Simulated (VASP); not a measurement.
The system is CdF2.

```
Cd F
1.0
     0.00000    2.67592    2.67592
     2.67592    0.00000    2.67592
     2.67592    2.67592    0.00000
Cd F
1 2
Direct
  0.00000 0.00000 0.00000
  0.75000 0.75000 0.75000
  0.25000 0.25000 0.25000
```

This cell differs from its parent crystal: volume scaled by 0.98.

Base run:

- Program: VASP 6.6.1
- Functional: PBEsol
- Potentials or basis: VASP PAW PBE potentials, release 64 (Cd, F)
- Cutoff: 520 eV
- k mesh: 9 × 9 × 9
- Occupations: fermi-dirac, width 0.05 eV
- Spin: no spin polarisation

Its results: band gap on the k mesh 3.00 eV, indirect (least direct gap 3.44 eV); pressure 2.9 GPa.

Problem. The run is repeated on the same cell with these changes: functional from PBEsol to PBE. What comes out?

Solution. Band gap on the k mesh 3.17 eV, indirect (least direct gap 3.61 eV); pressure 8.8 GPa.

PBE binds less tightly than PBEsol, so the same cell stands under more pressure.

Caveats: the PAW data sets were made with another functional, which shifts forces and pressure a little (some runs).

A k mesh can miss the band edges.
